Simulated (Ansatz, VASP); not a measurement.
One calculation of Ta, two programs

```
Ta
1.0
     2.77585    0.00000    0.00000
    -1.38792    2.40395    0.00000
     0.00000    0.00000    4.89126
Ta
2
Cartesian
  0.0000 1.6026 1.2228
  1.3879 0.8013 3.6684
```

Change from the starting cell: volume scaled by 0.9, LAPW.

Alike in both runs: task single point; functional PBEsol; k mesh 17 × 17 × 9; occupations fermi-dirac, width 0.1 eV; no spin polarisation.

|  | VASP | Ansatz |
| --- | --- | --- |
| version | VASP 6.6.1 | Ansatz 0.2.0 |
| potentials or method | VASP PAW PBE potentials, release 64 (Ta_pv), cutoff 520 eV | all-electron LAPW, scalar-relativistic |

```csv
,VASP,Ansatz,Ansatz less VASP
pressure (GPa),26.0,25.2,-0.76
"traceless stress, the component that is largest in VASP (GPa)",-0.06,0.09,+0.153
```

VASP's potentials were made for PBE, not for PBEsol. Ansatz ran all-electron here, and VASP with PAW potentials.

Neither program's run includes spin-orbit coupling.
